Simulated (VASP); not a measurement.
Runs of VASP 6.6.1 on AlNi. The structure is that of space group Pm-3m (No. 221), or close to it. The cells are those of the table. 

```tsv
spin	cell	gap on the mesh (eV)	pressure (GPa)
off	a = 2.919 Å, 2 atoms	none	(a)
off	a = 2.892 Å, 2 atoms	none	-5.0
off	a = 2.805 Å, 2 atoms	none	12.2
off	a = 2.834 Å, 2 atoms	none	5.5
collinear, ferromagnetic start	a = 2.863 Å, 2 atoms	none	-0.2
off	a = 2.863 Å, 2 atoms	none	-0.2
```

Alike in all rows: task single point; level r2SCAN; potentials or basis VASP PAW PBE potentials, release 64 (Al, Ni); k mesh 14 × 14 × 14; cutoff (eV) 520; smearing gaussian 0.1 eV.

Problem. Estimate the missing entries.

Solution. (a) -9.2.

Caveats: the PAW data sets were made with another functional, which shifts forces and pressure a little.

A gap of «none» marks levels without a gap at the run's occupations.
